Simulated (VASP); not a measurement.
A run of VASP 6.6.1:

The input INCAR:

```
ALGO = Normal ; EDIFF = 1E-7
EDIFFG = -0.04 ; ENCUT = 600
GGA = PE ; IBRION = 2
ISIF = 3 ; ISMEAR = 0
LASPH = T ; LCHARG = F
LREAL = F ; LWAVE = F
NELM = 60 ; NSW = 90
PREC = Accurate ; SIGMA = 0.1
```

KPOINTS

```
k-points
0
Gamma
  6 6 1
```

The input POSCAR:

```
Si3Ge2
1.0
    2.8926279200      0.0000000000      0.0000000000
   -1.4463139600      2.5050892600      0.0000000000
    0.0000000000      0.0000000000     23.2275622700
Si Ge
6 4
Direct
    0.3333333300      0.6666666700      0.6500000000
    0.3333333300      0.6666666700      0.8500000000
    0.3333333300      0.6666666700      0.2500000000
    0.6666666700      0.3333333300      0.7500000000
    0.6666666700      0.3333333300      0.1500000000
    0.6666666700      0.3333333300      0.3500000000
    0.3333333300      0.6666666700      0.0500000000
    0.3333333300      0.6666666700      0.4500000000
    0.6666666700      0.3333333300      0.9500000000
    0.6666666700      0.3333333300      0.5500000000
```

Potentials or basis: VASP PAW PBE potentials, release 64 (Si, Ge_d).

Launch:

```bash
$ cat potpaw_PBE.64/Si/POTCAR potpaw_PBE.64/Ge_d/POTCAR > POTCAR
$ mpirun -np 1 vasp_std > vasp.out
```

Hardware: 1 thread of Intel(R) Xeon(R) Platinum 8488C (Sapphire Rapids), with other jobs on the host.

**Question.** Estimate the wall time of this run.

**Answer.** Wall time 18 min on 1 thread of Intel(R) Xeon(R) Platinum 8488C (Sapphire Rapids), with other jobs on the host, peak memory 0.35 GiB. Counts: scf iterations 174, k points 7, ion steps 17.
